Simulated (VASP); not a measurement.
Write the native input for VASP 6.6.1 that does the following.

* Task: relaxation of cell and atoms
* Functional: PBE
* Potentials or basis: VASP PAW PBE potentials, release 64 (N, B)
* Cutoff: 600 eV
* k mesh: 13 × 13 × 13
* Occupations: fermi-dirac, width 0.05 eV
* Spin: no spin polarisation
* Target pressure: 2 GPa
* Dipole correction: no
* Further INCAR settings: ALGO = Normal; EDIFF = 1e-06; IBRION = 2; EDIFFG = -0.02; NSW = 80; ISIF = 3

The structure of BN lies in POSCAR:

```
BN
1.0
    0.0000000000      1.8130010000      1.8130010000
    1.8130010000      0.0000000000      1.8130010000
    1.8130010000      1.8130010000      0.0000000000
N B
1 1
Direct
    0.2500000000      0.2500000000      0.2500000000
    0.0000000000      0.0000000000      0.0000000000
```

These files were run (other wordings do the same):

INCAR

```
ALGO = Normal ; EDIFF = 1E-6
EDIFFG = -0.02 ; ENCUT = 600
GGA = PE ; IBRION = 2
ISIF = 3 ; ISMEAR = -1
LASPH = T ; LCHARG = F
LREAL = F ; LWAVE = F
NELM = 100 ; NSW = 80
PREC = Accurate ; PSTRESS = 20.0
SIGMA = 0.05
```

KPOINTS

```
k-points
0
Gamma
  13 13 13
```

Potentials or basis: VASP PAW PBE potentials, release 64 (N, B).

Run with:

```console
$ cat potpaw_PBE.64/N/POTCAR potpaw_PBE.64/B/POTCAR > POTCAR
$ mpirun -np 1 vasp_std > vasp.out
```

It gave:

| Property | Result |
| --- | --- |
| Relaxed volume | 5.92 Å³/atom |
| Relaxed cell | a = 2.558 Å, b = 2.558 Å, c = 2.558 Å, α = 60.00°, β = 60.00°, γ = 60.00° |
| Space group after relaxing (to 0.1 Å) | F-43m (No. 216) |
| Energy change on relaxing (the run minimises the enthalpy) | +0.2 meV/atom |
| Ionic steps | 3 |
| Pressure after relaxing | 2.0 GPa |
| Band gap on the k mesh | 4.53 eV (least direct gap 8.81 eV) |

Caveat: the cell is relaxed towards a set pressure, so the run minimises the enthalpy, not the energy; an odd mesh through Γ misses points on the zone boundary, where band edges can lie.

Run time: 8.7 s on 1 thread of AMD EPYC 9R45 96-Core Processor (Zen 5) (shared host), peak memory 0.09 GiB.
